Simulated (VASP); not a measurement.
# KF (Fm-3m) in VASP: relaxation of the atoms with PBEsol

Aim: the relaxation of the atoms of KF with PBEsol.

All numbers are computed with VASP 6.6.1; they aren't measurements. Logs are shortened: lines on timing, memory, paths and dates and some standing lists are left out, and cuts for length are marked.

## 1. The cell of the first run

Symmetry: Fm-3m, No. 225, cubic system. The conventional cell has a = 4.714 Å, b = 4.714 Å, c = 4.714 Å, α = 90.00°, β = 90.00°, γ = 90.00°. Within 3.1 Å of K (site symmetry m-3m) lie 6 F at 2.36 Å. F (site symmetry m-3m) has 6 K at 2.36 Å within 3.1 Å.

## 2. Relaxation of the atoms, PBEsol

INCAR

```
PREC = Accurate ; ENCUT = 520
EDIFF = 1E-6 ; ISMEAR = -1
SIGMA = 0.03 ; LREAL = F
LASPH = T ; NELM = 80
ALGO = Normal ; ISIF = 2
LWAVE = F ; LCHARG = F
GGA = PS ; IBRION = 2
NSW = 50 ; EDIFFG = -0.01
```

KPOINTS

```
regular mesh
0
Gamma
  9 9 9
```

POSCAR

```
KF
1.0
    0.0000000000      2.3568642846      2.3568642846
    2.3568642846      0.0000000000      2.3568642846
    2.3568642846      2.3568642846      0.0000000000
K F
1 1
Direct
    0.0000000000      0.0000000000      0.0000000000
    0.5000000000      0.5000000000      0.5000000000
```

Potentials or basis: VASP PAW PBE potentials, release 64 (K_sv, F).

Launch:

```console
> cat potpaw_PBE.64/K_sv/POTCAR potpaw_PBE.64/F/POTCAR > POTCAR
> mpirun -np 1 vasp_std > vasp.out
```

OUTCAR:

```text
PREC = Accurate
   ENCUT = 520
   EDIFF = 1E-6
   ISMEAR = -1
   LREAL = F
   LASPH = T
   NELM = 80
   ISIF = 2
   GGA = PS
   IBRION = 2
   NSW = 50
   EDIFFG = -0.01

 ion  position               nearest neighbor table
   1  0.000  0.000  0.000-   2 2.36   2 2.36   2 2.36   2 2.36   2 2.36   2 2.36
   2  0.500  0.500  0.500-   1 2.36   1 2.36   1 2.36   1 2.36   1 2.36   1 2.36

  LATTYP: Found a face centered cubic cell.
 ALAT       =     4.7137285692

  Lattice vectors:

 A1 = (   0.0000000000,   2.3568642846,   2.3568642846)
 A2 = (   2.3568642846,   0.0000000000,   2.3568642846)
 A3 = (   2.3568642846,   2.3568642846,   0.0000000000)

Analysis of symmetry for initial positions (statically):
=====================================================================
 Subroutine PRICEL returns:
 Original cell was already a primitive cell.

 Routine SETGRP: Setting up the symmetry group for a
 face centered cubic supercell.

 Subroutine GETGRP returns: Found 48 space group operations
 (whereof 48 operations were pure point group operations)
 out of a pool of 48 trial point group operations.

The static configuration has the point symmetry O_h .

Analysis of symmetry for dynamics (positions and initial velocities):
=====================================================================
 Subroutine PRICEL returns:
 Original cell was already a primitive cell.

 Routine SETGRP: Setting up the symmetry group for a
 face centered cubic supercell.

 Subroutine GETGRP returns: Found 48 space group operations
 (whereof 48 operations were pure point group operations)
 out of a pool of 48 trial point group operations.

The dynamic configuration has the point symmetry O_h .

 Subroutine INISYM returns: Found 48 space group operations
 (whereof 48 operations are pure point group operations),
 and found     1 'primitive' translations

----------------------------------------------------------------------------------------

                                     Primitive cell

  volume of cell :      26.1839

  direct lattice vectors                    reciprocal lattice vectors
     0.000000000  2.356864285  2.356864285    -0.212146284  0.212146284  0.212146284
     2.356864285  0.000000000  2.356864285     0.212146284 -0.212146284  0.212146284
     2.356864285  2.356864285  0.000000000     0.212146284  0.212146284 -0.212146284

  length of vectors
     3.333109436  3.333109436  3.333109436     0.367448143  0.367448143  0.367448143

  position of ions in fractional coordinates (direct lattice)
     0.000000000  0.000000000  0.000000000
     0.500000000  0.500000000  0.500000000

  ion indices of the primitive-cell ions
   primitive index   ion index
                 1           1
                 2           2

----------------------------------------------------------------------------------------

 KPOINTS: regular mesh

Automatic generation of k-mesh.
 Grid dimensions read from file:
 generate k-points for:    9    9    9

 Generating k-lattice:

  Cartesian coordinates                     Fractional coordinates (reciprocal lattice)
    -0.023571809  0.023571809  0.023571809     0.111111111  0.000000000  0.000000000
     0.023571809 -0.023571809  0.023571809     0.000000000  0.111111111  0.000000000
     0.023571809  0.023571809 -0.023571809     0.000000000  0.000000000  0.111111111

  Length of vectors
     0.040827571  0.040827571  0.040827571

  Shift w.r.t. Gamma in fractional coordinates (k-lattice)
     0.000000000  0.000000000  0.000000000

 Subroutine IBZKPT returns following result:
 ===========================================

 Found     35 irreducible k-points:

 Following reciprocal coordinates:
            Coordinates               Weight
  0.000000  0.000000  0.000000      1.000000
  0.111111  0.000000  0.000000      8.000000
  0.222222  0.000000  0.000000      8.000000
  0.333333  0.000000  0.000000      8.000000
  0.444444  0.000000  0.000000      8.000000
  0.111111  0.111111  0.000000      6.000000
[... 16 lines left out ...]
 -0.333333  0.333333  0.000000     12.000000
  0.444444  0.444444  0.000000      6.000000
 [... further k-points ...]
   k-points           NKPTS =     35   k-points in BZ     NKDIM =     35   number of bands    NBANDS=     12
   number of dos      NEDOS =    301   number of ions     NIONS =      2
   total plane-waves  NPLWV =  21952
   dimension x,y,z NGX =    28 NGY =   28 NGZ =   28
   dimension x,y,z NGXF=    56 NGYF=   56 NGZF=   56
   ions per type =               1   1
   NGX,Y,Z   is equivalent  to a cutoff of  13.97, 13.97, 13.97 a.u.
   NGXF,Y,Z  is equivalent  to a cutoff of  27.93, 27.93, 27.93 a.u.
 SYSTEM =  unknown system
   PREC   = accura    normal or accurate (medium, high low for compatibility)
   ISTART =      0    job   : 0-new  1-cont  2-samecut
   ICHARG =      2    charge: 1-file 2-atom 10-const
   ISPIN  =      1    spin polarized calculation?
   LNONCOLLINEAR =      F non collinear calculations
   LSORBIT =      F    spin-orbit coupling
   LASPH  =      T    aspherical Exc in radial PAW
   ENCUT  =  520.0 eV  38.22 Ry    6.18 a.u.   6.20  6.20  6.20*2*pi/ulx,y,z
   NELM   =     80;   NELMIN=  2; NELMDL= -5     # of ELM steps
   EDIFF  = 0.1E-05   stopping-criterion for ELM
   LREAL  =      F    real-space projection
   EDIFFG = -.1E-01   stopping-criterion for IOM
   NSW    =     50    number of steps for IOM
   IBRION =      2    ionic relax: 0-MD 1-quasi-New 2-CG
   NFREE  =      1    steps in history (QN), initial steepest desc. (CG)
   ISIF   =      2    stress and relaxation
   ISYM   =      2    0-nonsym 1-usesym 2-fastsym
   POTIM  = 0.5000    time-step for ionic-motion
   TEBEG  =    0.0;   TEEND  =   0.0 temperature during run
   PSTRESS=    0.0 pullay stress
   NELECT =      16.0000    total number of electrons
   NUPDOWN=      -1.0000    fix difference up-down
   EMIN   =  10.00;   EMAX   =-10.00  energy-range for DOS
   EFERMI =   0.00;   METHOD = LEGACY
   ISMEAR =    -1;   SIGMA  =   0.03  broadening in eV -4-tet -1-fermi 0-gaus
   EFERMI_NEDOS =   21; number of points for ismear=-14 and -15
   IALGO  =     38    algorithm
   IMIX   =      4    mixing-type and parameters
     AMIX     =   0.40;   BMIX     =  1.00
     AMIX_MAG =   1.60;   BMIX_MAG =  1.00
  volume/ion in A,a.u.               =      13.09        88.35
  Fermi-wavevector in a.u.,A,eV,Ry     =   1.389218  2.625240 26.258228  1.929925
  Thomas-Fermi vector in A             =   2.513269
   LORBIT       =      0    0 simple, 1 ext, 2 COOP (PROOUT), +10 PAW based schemes
   GGA     = PS    functional components
   LHFCALC =     F    Hartree Fock is set to
   AEXX    =    0.0000 exact exchange contribution
   IVDW    =     0    specifies the selected vdW correction
   LEPSILON=     F    determine dielectric tensor
   LRPA    =     F    only Hartree local field effects (RPA)
 conjugate gradient relaxation of ions
 non-spin polarized calculation
  energy-cutoff  :      520.00
  volume of cell :       26.18
 maximum number of plane-waves:       725
 NGX is ok and might be reduce to    28
   NGX = 13   NGY = 13   NGZ = 13

 number of electron      15.9999996 magnetization

 Free energy of the ion-electron system (eV)
  ---------------------------------------------------
  ext. energy  EPLUGINS =         0.00000000
  ---------------------------------------------------
  free energy    TOTEN  =        -7.77548598 eV

  energy without entropy =       -7.77548598  energy(sigma->0) =       -7.77548598

 E-fermi :  -0.5026     XC(G=0): -10.5631

 val. band max:       -1.2202261087   @ k =  -0.4444   0.4444   0.0000
 cond. band min:       6.5697587224   @ k =   0.4444   0.4444   0.0000
 fundamental gap:      7.7899848311
 Fermi energy:        -0.5025627875

 k-point     1 :       0.0000    0.0000    0.0000
  band No.  band energies     occupation
      1     -26.8854      2.00000
      2     -20.1377      2.00000
      3      -9.5749      2.00000
      4      -9.5749      2.00000
      5      -9.5749      2.00000
      6      -1.4961      2.00000
      7      -1.4961      2.00000
      8      -1.4961      2.00000
      9       6.9071      0.00000
     10       9.9257      0.00000
     11       9.9257      0.00000
     12       9.9257      0.00000

 k-point     2 :       0.1111    0.0000    0.0000
  band No.  band energies     occupation
      1     -26.8267      2.00000
      2     -20.2092      2.00000
      3      -9.6339      2.00000
      4      -9.5797      2.00000
      5      -9.5797      2.00000
      6      -1.6920      2.00000
      7      -1.6063      2.00000
      8      -1.6063      2.00000
      9       7.3813      0.00000
     10       9.7002      0.00000
     11      10.1786      0.00000
     12      10.1786      0.00000

 k-point     3 :       0.2222    0.0000    0.0000
  band No.  band energies     occupation
      1     -26.6717      2.00000
      2     -20.3985      2.00000
      3      -9.7818      2.00000
      4      -9.5909      2.00000
      5      -9.5909      2.00000
      6      -2.1325      2.00000
      7      -1.8754      2.00000
      8      -1.8754      2.00000
      9       8.4292      0.00000
     10       9.5672      0.00000
     11      10.8594      0.00000
     12      10.8594      0.00000
[... 286 lines left out ...]
 k-point    23 :      -0.3333    0.3333    0.0000
  band No.  band energies     occupation
      1     -26.2488      2.00000
      2     -20.6730      2.00000
      3     -10.8481      2.00000
      4     -10.1267      2.00000
      5      -9.8814      2.00000
      6      -2.2290      2.00000
      7      -2.0172      2.00000
      8      -1.3463      2.00000
      9       8.7592      0.00000
     10      10.3586      0.00000
     11      12.2426      0.00000
     12      13.6244      0.00000

 k-point    24 :       0.4444    0.4444    0.0000
  band No.  band energies     occupation
      1     -26.2686      2.00000
      2     -20.4941      2.00000
      3     -11.2273      2.00000
      4     -10.2304      2.00000
      5     -10.2304      2.00000
      6      -1.3433      2.00000
      7      -1.3433      2.00000
      8      -1.3120      2.00000
      9       6.5698      0.00000
     10      10.9062      0.00000
     11      13.4515      0.00000
     12      14.0389      0.00000

 [... further k-points ...]
[... 5 lines left out ...]
  --------------------------------------------------------------------------------------
  -------------------------------------------------------------------------------------
  Total        4.8444886      4.8444886      4.8444886      0.0000000      0.0000000     -0.0000000
  in kB      296.4318066    296.4318066    296.4318066      0.0000000      0.0000000     -0.0000000
  external PRESSURE =     296.4318066 kB  Pullay stress =       0.0000000 kB

 VOLUME and BASIS-vectors are now :
 -----------------------------------------------------------------------------
  energy-cutoff  :      520.00
  volume of cell :       26.18
      direct lattice vectors                 reciprocal lattice vectors
     0.000000000  2.356864285  2.356864285    -0.212146284  0.212146284  0.212146284
     2.356864285  0.000000000  2.356864285     0.212146284 -0.212146284  0.212146284
     2.356864285  2.356864285  0.000000000     0.212146284  0.212146284 -0.212146284

 POSITION                                       TOTAL-FORCE (eV/Angst)
 -----------------------------------------------------------------------------------
      0.00000      0.00000      0.00000        -0.000000     -0.000000     -0.000000
      2.35686      2.35686      2.35686         0.000000      0.000000      0.000000
 -----------------------------------------------------------------------------------
    total drift:                                0.000000      0.000000      0.000000

  FREE ENERGIE OF THE ION-ELECTRON SYSTEM (eV)
  ---------------------------------------------------
  free  energy   TOTEN  =        -7.7754859798 eV

  energy  without entropy=       -7.7754859798  energy(sigma->0) =       -7.77548598

 reached required accuracy - stopping structural energy minimisation
```

Run time: 19 s. Hardware: 1 thread of Intel Xeon 8259CL, shared host; peak memory 0.16 GiB.

What came out:

```yaml
Free_energy: -7.7755 eV
Pressure_after_relaxing: 29.6 GPa
Band_gap_on_the_k_mesh: 7.79 eV (least direct gap 7.88 eV)
```

Final structure:
```yaml
crystal:
  lattice:
    - [0.00000, 2.35686, 2.35686]
    - [2.35686, 0.00000, 2.35686]
    - [2.35686, 2.35686, 0.00000]
  atoms:
    - { symbol: K, position: [0.00000, 0.00000, 0.00000] }
    - { symbol: F, position: [0.50000, 0.50000, 0.50000] }
```

Caveat: the relaxation stopped at its first step, so nothing moved; the PAW data sets were made with another functional, which shifts forces and pressure a little; an odd mesh through Γ misses points on the zone boundary, where band edges can lie.
